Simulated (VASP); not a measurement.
# Ga3Sb (I4/mmm) in VASP: single point with PBEsol

Aim: the single point of Ga3Sb with PBEsol.

Program: VASP 6.6.1. These are calculated values, not measurements. Logs are shortened: lines on timing, memory, paths and dates and some standing lists are left out, and cuts for length are marked.

**1. The cell of the first run**

The structure is tetragonal, space group I4/mmm (No. 139). The conventional cell has a = 4.259 Å, b = 4.259 Å, c = 9.091 Å, α = 90.00°, β = 90.00°, γ = 90.00°. Ga (site symmetry -4m2) has 8 Ga at 3.01 to 3.11 Å and 4 Sb at 3.11 Å within 4.0 Å. Within 4.0 Å of Ga (site symmetry 4/mmm) lie 4 Sb at 3.01 Å and 8 Ga at 3.11 Å. Within 4.0 Å of Sb (site symmetry 4/mmm) lie 12 Ga at 3.01 to 3.11 Å.

**2. Single point, PBEsol**

POSCAR reads:

```
Ga3Sb
1.0
   -2.1293141235      2.1293141235      4.5452891320
    2.1293141235     -2.1293141235      4.5452891320
    2.1293141235      2.1293141235     -4.5452891320
Ga Sb
3 1
Direct
    0.7500000000      0.2500000000      0.5000000000
    0.2500000000      0.7500000000      0.5000000000
    0.5000000000      0.5000000000      0.0000000000
    0.0000000000      0.0000000000      0.0000000000
```

INCAR.step1 reads:

```
PREC = Accurate
ENCUT = 520
EDIFF = 1E-6
ISMEAR = 0
SIGMA = 0.1
LREAL = F
LASPH = T
NELM = 80
ALGO = Fast
ISIF = 2
LWAVE = F
LCHARG = T
GGA = PS
NBANDS = 30
```

KPOINTS.step1 reads:

```
Automatic mesh
0
Gamma
  14 14 14
```

INCAR.step2 reads:

```
PREC = Accurate
ENCUT = 520
EDIFF = 1E-6
ISMEAR = -5
SIGMA = 0.1
LREAL = F
LASPH = T
NELM = 80
ALGO = Fast
ISIF = 2
LWAVE = F
LCHARG = F
GGA = PS
LORBIT = 11
NBANDS = 30
NEDOS = 1001
ICHARG = 11
```

KPOINTS.step2 reads:

```
Automatic mesh
0
Gamma
  21 21 21
```

Potentials or basis: VASP PAW PBE potentials, release 64 (Ga_d, Sb).

Launch:

```
cat potpaw_PBE.64/Ga_d/POTCAR potpaw_PBE.64/Sb/POTCAR > POTCAR
cp INCAR.step1 INCAR
cp KPOINTS.step1 KPOINTS
mpirun -np 1 vasp_std > vasp.out
cp INCAR.step2 INCAR
cp KPOINTS.step2 KPOINTS
mpirun -np 1 vasp_std > vasp.out
```

OUTCAR:

```text
PREC = Accurate
   ENCUT = 520
   EDIFF = 1E-6
   ISMEAR = -5
   LREAL = F
   LASPH = T
   NELM = 80
   ISIF = 2
   GGA = PS
   LORBIT = 11
   ICHARG = 11

 ion  position               nearest neighbor table
   1  0.750  0.250  0.500-   4 3.11   4 3.11   4 3.11   4 3.11
   2  0.250  0.750  0.500-   4 3.11   4 3.11   4 3.11   4 3.11
   3  0.500  0.500  0.000-   4 3.01   4 3.01   4 3.01   4 3.01
   4  0.000  0.000  0.000-   3 3.01   3 3.01   3 3.01   3 3.01   2 3.11   1 3.11   2 3.11   2 3.11
                             1 3.11   1 3.11   2 3.11   1 3.11

  LATTYP: Found a body centered tetragonal cell.
 ALAT       =     4.2586282470
 C/A-ratio  =     2.1346259257

  Lattice vectors:

 A1 = (  -2.1293141235,   2.1293141235,   4.5452891320)
 A2 = (   2.1293141235,  -2.1293141235,   4.5452891320)
 A3 = (   2.1293141235,   2.1293141235,  -4.5452891320)

Analysis of symmetry for initial positions (statically):
=====================================================================
 Subroutine PRICEL returns:
 Original cell was already a primitive cell.

 Routine SETGRP: Setting up the symmetry group for a
 body centered tetragonal supercell.

 Subroutine GETGRP returns: Found 16 space group operations
 (whereof 16 operations were pure point group operations)
 out of a pool of 16 trial point group operations.

The static configuration has the point symmetry D_4h.

Analysis of symmetry for dynamics (positions and initial velocities):
=====================================================================
 Subroutine PRICEL returns:
 Original cell was already a primitive cell.

 Routine SETGRP: Setting up the symmetry group for a
 body centered tetragonal supercell.

 Subroutine GETGRP returns: Found 16 space group operations
 (whereof 16 operations were pure point group operations)
 out of a pool of 16 trial point group operations.

The dynamic configuration has the point symmetry D_4h.

 Subroutine INISYM returns: Found 16 space group operations
 (whereof 16 operations are pure point group operations),
 and found     1 'primitive' translations

----------------------------------------------------------------------------------------

                                     Primitive cell

  volume of cell :      82.4330

  direct lattice vectors                    reciprocal lattice vectors
    -2.129314123  2.129314123  4.545289132     0.000000000  0.234817397  0.110004003
     2.129314123 -2.129314123  4.545289132     0.234817397  0.000000000  0.110004003
     2.129314123  2.129314123 -4.545289132     0.234817397  0.234817397  0.000000000

  length of vectors
     5.452303235  5.452303235  5.452303235     0.259306943  0.259306943  0.332081948

  position of ions in fractional coordinates (direct lattice)
     0.750000000  0.250000000  0.500000000
     0.250000000  0.750000000  0.500000000
     0.500000000  0.500000000  0.000000000
     0.000000000  0.000000000  0.000000000

  ion indices of the primitive-cell ions
   primitive index   ion index
                 1           1
                 2           2
                 3           3
                 4           4

----------------------------------------------------------------------------------------

 KPOINTS: Automatic mesh

Automatic generation of k-mesh.
 Grid dimensions read from file:
 generate k-points for:   21   21   21

 Generating k-lattice:

  Cartesian coordinates                     Fractional coordinates (reciprocal lattice)
     0.000000000  0.011181781  0.005238286     0.047619048 -0.000000000  0.000000000
     0.011181781  0.000000000  0.005238286    -0.000000000  0.047619048  0.000000000
     0.011181781  0.011181781  0.000000000     0.000000000  0.000000000  0.047619048

  Length of vectors
     0.012347950  0.012347950  0.015813426

  Shift w.r.t. Gamma in fractional coordinates (k-lattice)
     0.000000000  0.000000000  0.000000000

 TETIRR: Found  11769 inequivalent tetrahedra from    55566

 Subroutine IBZKPT returns following result:
 ===========================================

 Found    726 irreducible k-points:

 Following reciprocal coordinates:
            Coordinates               Weight
  0.000000  0.000000  0.000000      1.000000
  0.047619  0.000000 -0.000000      8.000000
  0.095238  0.000000 -0.000000      8.000000
  0.142857  0.000000  0.000000      8.000000
  0.190476  0.000000 -0.000000      8.000000
  0.238095  0.000000 -0.000000      8.000000
[... 16 lines left out ...]
 -0.428571  0.047619  0.000000     16.000000
 -0.380952  0.047619  0.000000     16.000000
 [... further k-points ...]
   k-points           NKPTS =    726   k-points in BZ     NKDIM =    726   number of bands    NBANDS=     30
   number of dos      NEDOS =   1001   number of ions     NIONS =      4
   total plane-waves  NPLWV =  74088
   dimension x,y,z NGX =    42 NGY =   42 NGZ =   42
   dimension x,y,z NGXF=    84 NGYF=   84 NGZF=   84
   ions per type =               3   1
   NGX,Y,Z   is equivalent  to a cutoff of  12.81, 12.81, 12.81 a.u.
   NGXF,Y,Z  is equivalent  to a cutoff of  25.61, 25.61, 25.61 a.u.
 SYSTEM =  unknown system
   PREC   = accura    normal or accurate (medium, high low for compatibility)
   ISTART =      0    job   : 0-new  1-cont  2-samecut
   ICHARG =     11    charge: 1-file 2-atom 10-const
   ISPIN  =      1    spin polarized calculation?
   LNONCOLLINEAR =      F non collinear calculations
   LSORBIT =      F    spin-orbit coupling
   LASPH  =      T    aspherical Exc in radial PAW
   ENCUT  =  520.0 eV  38.22 Ry    6.18 a.u.  10.14 10.14 10.14*2*pi/ulx,y,z
   NELM   =     80;   NELMIN=  2; NELMDL=  0     # of ELM steps
   EDIFF  = 0.1E-05   stopping-criterion for ELM
   LREAL  =      F    real-space projection
   EDIFFG = 0.1E-04   stopping-criterion for IOM
   NSW    =      0    number of steps for IOM
   IBRION =     -1    ionic relax: 0-MD 1-quasi-New 2-CG
   NFREE  =      0    steps in history (QN), initial steepest desc. (CG)
   ISIF   =      2    stress and relaxation
   ISYM   =      2    0-nonsym 1-usesym 2-fastsym
   POTIM  = 0.5000    time-step for ionic-motion
   TEBEG  =    0.0;   TEEND  =   0.0 temperature during run
   PSTRESS=    0.0 pullay stress
   NELECT =      44.0000    total number of electrons
   NUPDOWN=      -1.0000    fix difference up-down
   EMIN   =  10.00;   EMAX   =-10.00  energy-range for DOS
   EFERMI =   0.00;   METHOD = LEGACY
   ISMEAR =    -5;   SIGMA  =   0.10  broadening in eV -4-tet -1-fermi 0-gaus
   EFERMI_NEDOS =   21; number of points for ismear=-14 and -15
   IALGO  =     68    algorithm
   IMIX   =      4    mixing-type and parameters
     AMIX     =   0.40;   BMIX     =  1.00
     AMIX_MAG =   1.60;   BMIX_MAG =  1.00
  volume/ion in A,a.u.               =      20.61       139.07
  Fermi-wavevector in a.u.,A,eV,Ry     =   1.327982  2.509521 23.994353  1.763535
  Thomas-Fermi vector in A             =   2.457253
   LORBIT       =     11    0 simple, 1 ext, 2 COOP (PROOUT), +10 PAW based schemes
   GGA     = PS    functional components
   LHFCALC =     F    Hartree Fock is set to
   AEXX    =    0.0000 exact exchange contribution
   IVDW    =     0    specifies the selected vdW correction
   LEPSILON=     F    determine dielectric tensor
   LRPA    =     F    only Hartree local field effects (RPA)
 non-spin polarized calculation
 RMM-DIIS sequential band-by-band and
 Fermi weights with tetrahedron method with Bloechl corrections
  energy-cutoff  :      520.00
  volume of cell :       82.43
 maximum number of plane-waves:      2241
 NGX is ok and might be reduce to    42

 number of electron      44.0000005 magnetization

 Free energy of the ion-electron system (eV)
  ---------------------------------------------------
  ext. energy  EPLUGINS =         0.00000000
  ---------------------------------------------------
  free energy    TOTEN  =       -14.29934917 eV

  energy without entropy =      -14.29934917  energy(sigma->0) =      -14.29934917

 E-fermi :   6.5048     XC(G=0): -10.9405

 val. band max:        6.6075178527   @ k =  -0.0476   0.1905   0.0476
 cond. band min:       6.4085108781   @ k =  -0.0952   0.0952   0.0952
 fundamental gap:     -0.1990069747
 Fermi energy:         6.5047784552

 k-point     1 :       0.0000    0.0000    0.0000
  band No.  band energies     occupation
      1      -8.4005      2.00000
      2      -8.3547      2.00000
      3      -8.3342      2.00000
      4      -8.2891      2.00000
      5      -8.2891      2.00000
      6      -8.2861      2.00000
[... 22 lines left out ...]
     29      14.1691      0.00000
     30      14.4277      0.00000

 k-point     2 :       0.0476    0.0000   -0.0000
  band No.  band energies     occupation
      1      -8.3990      2.00000
      2      -8.3542      2.00000
      3      -8.3329      2.00000
      4      -8.2946      2.00000
      5      -8.2944      2.00000
      6      -8.2809      2.00000
[... 22 lines left out ...]
     29      14.3644      0.00000
     30      14.6035      0.00000

 k-point     3 :       0.0952    0.0000   -0.0000
  band No.  band energies     occupation
      1      -8.3944      2.00000
      2      -8.3529      2.00000
      3      -8.3292      2.00000
      4      -8.3016      2.00000
      5      -8.2997      2.00000
      6      -8.2752      2.00000
[... 22 lines left out ...]
     29      14.8697      0.00000
     30      15.0689      0.00000

 k-point     4 :       0.1429    0.0000    0.0000
  band No.  band energies     occupation
      1      -8.3868      2.00000
      2      -8.3510      2.00000
      3      -8.3232      2.00000
      4      -8.3084      2.00000
      5      -8.3028      2.00000
      6      -8.2704      2.00000
[... 22 lines left out ...]
     29      15.4468      0.00000
     30      15.5617      0.00000

 k-point     5 :       0.1905    0.0000   -0.0000
  band No.  band energies     occupation
      1      -8.3765      2.00000
      2      -8.3489      2.00000
      3      -8.3155      2.00000
      4      -8.3149      2.00000
      5      -8.3029      2.00000
      6      -8.2667      2.00000
[... 22 lines left out ...]
     29      14.5762      0.00000
     30      14.8388      0.00000
[... 526 lines left out ...]
     29      10.8506      0.00000
     30      13.4654      0.00000

 k-point    22 :      -0.4762    0.0476   -0.0000
  band No.  band energies     occupation
      1      -8.3372      2.00000
      2      -8.3301      2.00000
      3      -8.2929      2.00000
      4      -8.2726      2.00000
      5      -8.2623      2.00000
      6      -8.2572      2.00000
[... 22 lines left out ...]
     29      11.2875      0.00000
     30      13.6274      0.00000

 k-point    23 :      -0.4286    0.0476    0.0000
  band No.  band energies     occupation
      1      -8.3373      2.00000
      2      -8.3303      2.00000
      3      -8.3018      2.00000
      4      -8.2754      2.00000
      5      -8.2699      2.00000
      6      -8.2552      2.00000
[... 22 lines left out ...]
     29      11.9581      0.00000
     30      12.9306      0.00000

 k-point    24 :      -0.3810    0.0476    0.0000
  band No.  band energies     occupation
      1      -8.3395      2.00000
      2      -8.3287      2.00000
      3      -8.3158      2.00000
      4      -8.2805      2.00000
      5      -8.2780      2.00000
      6      -8.2592      2.00000
[... 22 lines left out ...]
     29      12.1505      0.00000
     30      12.6634      0.00000

 [... further k-points ...]
[... 5 lines left out ...]
  --------------------------------------------------------------------------------------
  -------------------------------------------------------------------------------------
  Total        0.2417746      0.2417746     -0.0071478      0.0000000     -0.0000000      0.0000000
  in kB        4.6991600      4.6991600     -0.1389258      0.0000000     -0.0000000      0.0000000
  external PRESSURE =       3.0864648 kB  Pullay stress =       0.0000000 kB

 VOLUME and BASIS-vectors are now :
 -----------------------------------------------------------------------------
  energy-cutoff  :      520.00
  volume of cell :       82.43
      direct lattice vectors                 reciprocal lattice vectors
    -2.129314123  2.129314123  4.545289132     0.000000000  0.234817397  0.110004003
     2.129314123 -2.129314123  4.545289132     0.234817397  0.000000000  0.110004003
     2.129314123  2.129314123 -4.545289132     0.234817397  0.234817397  0.000000000

 POSITION                                       TOTAL-FORCE (eV/Angst)
 -----------------------------------------------------------------------------------
      0.00000      2.12931      2.27264         0.000000     -0.000000      0.000000
      2.12931      0.00000      2.27264        -0.000000      0.000000     -0.000000
      0.00000      0.00000      4.54529        -0.000000      0.000000      0.000000
      0.00000      0.00000      0.00000        -0.000000      0.000000      0.000000
 -----------------------------------------------------------------------------------
    total drift:                               -0.000000      0.000000      0.000000

  FREE ENERGIE OF THE ION-ELECTRON SYSTEM (eV)
  ---------------------------------------------------
  free  energy   TOTEN  =       -14.2993491713 eV

  energy  without entropy=      -14.2993491713  energy(sigma->0) =      -14.29934917

 total charge

# of ion       s       p       d       tot
------------------------------------------
    1        1.069   0.484   9.956  11.509
    2        1.069   0.484   9.956  11.509
    3        1.067   0.501   9.958  11.527
    4        1.224   1.121   0.047   2.392
--------------------------------------------------
tot          4.428   2.590  29.918  36.936
```

Wall time 44 min (1 thread of Intel Xeon Platinum 8259CL at 2.50GHz (Skylake/Cascade Lake), shared host); peak memory 1.4 GiB.

What came out:

```
Valence electrons inside the program's atomic spheres : Ga 11.51, 11.53 (each value once); Sb 2.39
```

Caveat: the PAW data sets were made with another functional, which shifts forces and pressure a little; spin-orbit coupling is left out, which moves the levels of the heavy elements.
